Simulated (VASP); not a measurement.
MnO:

```
CELL_PARAMETERS angstrom
0.00000 2.22391 2.22391
2.22391 0.00000 2.22391
2.22391 2.22391 0.00000
ATOMIC_POSITIONS crystal
Mn 0.00000 0.00000 0.00000
O 0.50000 0.50000 0.50000
```

Program: VASP 6.6.1. Alike in all runs: task single point; potentials or basis VASP PAW PBE potentials, release 64 (Mn_pv, O); spin collinear, ferromagnetic start; cell as given; cutoff (eV) 600; smearing gaussian 0.1 eV.

**Question.** Order these runs on this cell by their band gap on the k mesh, lowest first.
A. level PBE+D3(BJ)+U; U Mn d U = 6.8 eV; k mesh 6 × 6 × 6
B. level BLYP; k mesh 2 × 2 × 2, shifted
C. level PBE+D3(BJ); k mesh 4 × 4 × 4

**Answer.** C (metal), A (0.77 eV), B (1.38 eV).

Caveats: some runs use coarse meshes; a cell with one magnetic atom can't hold antiferromagnetic order, which such compounds often take; semilocal functionals often make such compounds metallic where correlation or magnetic order opens a gap, which also shifts bond lengths (some runs).

A k mesh can miss the band edges.
